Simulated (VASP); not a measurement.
A run of VASP 6.6.1:

Contents of INCAR:

```
SYSTEM = GaN
ALGO = Normal
EDIFF = 1E-8
ENCUT = 520
GGA = PE
ISIF = 2
ISMEAR = -1
LASPH = .True.
LCHARG = .False.
LEFG = .True.
LREAL = .False.
LWAVE = .False.
NBANDS = 16
NELM = 60
PREC = Accurate
SIGMA = 0.02
```

Contents of KPOINTS:

```
k-points
0
Gamma
  13 13 13
  0 0 0
```

File POSCAR:

```
GaN
1.0
    0.0000000000      2.0323500000      1.9925000000
    2.0323500000      0.0000000000      1.9925000000
    2.0323500000      2.0323500000      0.0000000000
Ga N
1 1
Direct
    0.5000000000      0.5000000000      0.5000000000
    0.0000000000      0.0000000000      0.0000000000
```

Potentials or basis: VASP PAW PBE potentials, release 64 (Ga_d, N).

Command:

```console
$ cat potpaw_PBE.64/Ga_d/POTCAR potpaw_PBE.64/N/POTCAR > POTCAR
$ mpirun -np 1 vasp_std > vasp.out
```

Hardware: 1 thread of Intel Xeon 8259CL, on a shared host.

Problem. How long does it take, and how much memory?

Solution. Run time: 69 s on 1 thread of Intel Xeon 8259CL, on a shared host, peak memory 0.18 GiB. Counts: scf iterations 15, k points 196.
